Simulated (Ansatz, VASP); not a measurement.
## Two plane-wave programs on Hg

```
CELL_PARAMETERS angstrom
3.50736 0.00000 0.00000
-1.75368 3.03747 0.00000
0.00000 0.00000 5.55976
ATOMIC_POSITIONS crystal
Hg 0.33333 0.66667 0.25000
Hg 0.66667 0.33333 0.75000
```

Alike in both runs: task single point; functional revPBE; dispersion D4; k mesh 9 × 9 × 5; occupations methfessel-paxton of order 1, width 0.1 eV; no spin polarisation.

```csv
,VASP,Ansatz
version,VASP 6.6.1,Ansatz 0.2.0
potentials or method,"VASP PAW PBE potentials, release 64 (Hg)",Ansatz PAW
plane-wave cutoff (eV),520,420
valence electrons in the cell,24,40
```

|  | VASP | Ansatz | Ansatz less VASP |
| --- | --- | --- | --- |
| gap on the k mesh at the Fermi level (eV) | none | none | - |
| pressure (GPa) | -0.7 | -0.8 | -0.06 |
| traceless stress, the component that is largest in VASP (GPa) | 0.08 | 0.07 | -0.010 |

VASP's potentials were made for PBE, not for revPBE. A gap of «none» marks a metal or a gap that the smearing closes. VASP's potentials hold 24 valence electrons a cell and Ansatz's 40, so a difference there can come from the potentials and not from the codes.

Neither program's run includes spin-orbit coupling.
